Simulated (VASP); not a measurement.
A run of VASP 6.6.1 is set up as follows.

The input INCAR:

```
  PREC = Accurate
  ENCUT = 520
  EDIFF = 1E-6
  ISMEAR = 0
  SIGMA = 0.1
  LREAL = F
  LASPH = T
  NELM = 60
  ALGO = Normal
  ISIF = 2
  LWAVE = F
  LCHARG = T
  LDIPOL = T
  IDIPOL = 3
  DIPOL = 0.5 0.5 0.502
  GGA = PE
  LELF = T
  LVHAR = T
  LVACPOTAV = T
  NBANDS = 20
```

Contents of KPOINTS:

```
Automatic mesh
0
Gamma
  6 6 1
```

The input POSCAR:

```
BiSbSe
1.0
    3.3426962600      0.0000000000      0.0000000000
   -1.6713486500      2.8948600700      0.0000000000
    0.0000000000      0.0000000000     18.0000000000
Sb Bi Se
1 1 1
Direct
    0.6666666700      0.3333333300      0.4067289700
    0.0000000000      0.0000000000      0.5050131200
    0.6666666700      0.3333333300      0.5932710300
```

Potentials or basis: VASP PAW PBE potentials, release 64 (Sb, Bi_d, Se).

The run is started by

```bash
$ cat potpaw_PBE.64/Sb/POTCAR potpaw_PBE.64/Bi_d/POTCAR potpaw_PBE.64/Se/POTCAR > POTCAR
$ mpirun -np 1 vasp_std > vasp.out
```

Q: Estimate the largest force.

A: 10.006 eV/Å.

Q: Predict the band gap on the k mesh.

A: Zero (band 13 reaches 2.86 eV, above the bottom of band 14 at 0.40 eV).

Forces on the atoms (eV/Å):
```
Sb    0.000   0.000 -10.006
Bi    0.000   0.000   1.608
Se    0.000   0.000   8.398
```

Caveat: the k points lie up to 0.36 Å⁻¹ apart; spin-orbit coupling is left out, which moves the levels of the heavy elements.
